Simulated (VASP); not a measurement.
A run of VASP 6.6.1 is set up as follows.

File POSCAR:

```
Zn3CdTe4
1.0
    4.4380679000      0.0000000000      0.0000000000
    0.0000000000      8.8985008000      0.0000000000
    0.0000000000      0.0000000000      6.2937749000
Zn Cd Te
3 1 4
Direct
    0.0000000000      0.7581910000      0.0003030000
    0.5000000000      0.0000000000      0.5008890000
    0.0000000000      0.2418090000      0.0003030000
    0.5000000000      0.5000000000      0.5008030000
    0.5000000000      0.7619810000      0.7594780000
    0.0000000000      0.0000000000      0.2575670000
    0.5000000000      0.2380190000      0.7594780000
    0.0000000000      0.5000000000      0.2211790000
```

File INCAR.step1:

```
ALGO = Normal
EDIFF = 1E-4
ENCUT = 520
GGA = PE
ISMEAR = 0
LASPH = T
LCHARG = F
LREAL = F
LWAVE = T
NBANDS = 46
NELM = 100
PREC = Accurate
SIGMA = 0.02
```

Contents of INCAR.step2:

```
ALGO = Normal
EDIFF = 1E-7
ENCUT = 520
ISIF = 2
ISMEAR = 0
ISTART = 1
LASPH = T
LCHARG = F
LMIXTAU = T
LREAL = F
LWAVE = F
METAGGA = R2SCAN
NBANDS = 46
NELM = 100
PREC = Accurate
SIGMA = 0.02
```

The input KPOINTS:

```
k-points
0
Gamma
  6 4 4
```

Potentials or basis: VASP PAW PBE potentials, release 64 (Zn, Cd, Te).

Launch:

```bash
$ cat potpaw_PBE.64/Zn/POTCAR potpaw_PBE.64/Cd/POTCAR potpaw_PBE.64/Te/POTCAR > POTCAR
$ cp INCAR.step1 INCAR
$ mpirun -np 1 vasp_std > vasp.out
$ cp INCAR.step2 INCAR
$ mpirun -np 1 vasp_std > vasp.out
```

Q: Estimate the band gap on the k mesh.

A: 1.40 eV.

Q: What does it give for the largest force?

A: 0.029 eV/Å.

Q: What does it give for the pressure?

A: -1.3 GPa.

Forces in eV/Å, atoms in the order of the input:
```
Zn   0.000 -0.027 -0.002
Zn   0.000  0.000  0.011
Zn   0.000  0.027 -0.002
Cd   0.000  0.000 -0.003
Te   0.000  0.027  0.010
Te   0.000  0.000 -0.003
Te   0.000 -0.027  0.010
Te   0.000  0.000 -0.020
```

Caveat: the PAW data sets were made with another functional, which shifts forces and pressure a little; spin-orbit coupling is left out, which moves the levels of the heavy elements.
